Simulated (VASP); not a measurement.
Write the native input for VASP 6.6.1 that does the following.

```yaml
Task: single point
Functional: PBEsol
Potentials_or_basis: VASP PAW PBE potentials, release 64 (Hf_pv, O)
Cutoff: 520 eV
k_mesh: 9 × 9 × 9
Occupations: fermi-dirac, width 0.05 eV
Spin: no spin polarisation
Dipole_correction: no
Further_INCAR_settings: ALGO = Normal; EDIFF = 1e-07; NBANDS = 18
```

The structure of HfO2 lies in POSCAR:

```
HfO2
1.0
    0.0000000000      2.5575000000      2.5575000000
    2.5575000000      0.0000000000      2.5575000000
    2.5575000000      2.5575000000      0.0000000000
Hf O
1 2
Direct
    0.0000000000      0.0000000000      0.0000000000
    0.7500000000      0.7500000000      0.7500000000
    0.2500000000      0.2500000000      0.2500000000
```

The input as run:

INCAR

```
ALGO = Normal
EDIFF = 1E-7
ENCUT = 520
GGA = PS
ISIF = 2
ISMEAR = -1
LASPH = T
LCHARG = F
LREAL = F
LWAVE = F
NBANDS = 18
NELM = 60
PREC = Accurate
SIGMA = 0.05
```

KPOINTS

```
k-points
0
Gamma
  9 9 9
```

Potentials or basis: VASP PAW PBE potentials, release 64 (Hf_pv, O).

Run with:

```bash
$ cat potpaw_PBE.64/Hf_pv/POTCAR potpaw_PBE.64/O/POTCAR > POTCAR
$ mpirun -np 1 vasp_std > vasp.out
```

It gave:

- Pressure: -13.6 GPa
- Band gap on the k mesh: 3.71 eV, indirect (least direct gap 3.83 eV)

Caveat: the PAW data sets were made with another functional, which shifts forces and pressure a little; spin-orbit coupling is left out, which moves the levels of the heavy elements.

Wall time 9.5 s on 1 thread of Intel(R) Xeon(R) 6975P-C (Granite Rapids) (shared host), peak memory 0.16 GiB.
